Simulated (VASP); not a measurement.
The system is CdI2.

```
CELL_PARAMETERS angstrom
4.20454 0.00000 0.00000
-2.10227 3.64124 0.00000
0.00000 0.00000 6.82607
ATOMIC_POSITIONS crystal
Cd 0.00000 0.00000 0.00000
I 0.33333 0.66667 0.25353
I 0.66667 0.33333 0.74647
```

This cell differs from its parent crystal: strain -1.0%.

Base run:

| Quantity | Value |
| --- | --- |
| Program | VASP 6.6.1 |
| Functional | PBE |
| Potentials or basis | VASP PAW PBE potentials, release 64 (Cd, I) |
| Cutoff | 500 eV |
| k mesh | 12 × 12 × 4 |
| Occupations | fermi-dirac, width 0.02 eV |
| Spin | no spin polarisation |

Its results: band gap on the k mesh 2.31 eV (least direct gap 2.65 eV); pressure 2.4 GPa; largest force 0.098 eV/Å.

Question: The run is repeated on the same cell with these changes: functional from PBE to r2SCAN; cutoff from 500 eV to 550 eV; occupations from fermi-dirac, width 0.02 eV to gaussian, width 0.01 eV. What comes out?

Answer: Band gap on the k mesh 2.76 eV (least direct gap 3.13 eV); pressure 1.7 GPa; largest force 0.020 eV/Å.

Caveats: spin-orbit coupling is left out, which moves the levels of the heavy elements; this functional lacks dispersion, which binds layers or chains, so the pressure and a relaxed spacing across them are unreliable (at least some runs); the PAW data sets were made with another functional, which shifts forces and pressure a little (at least some runs).

A k mesh can miss the band edges.
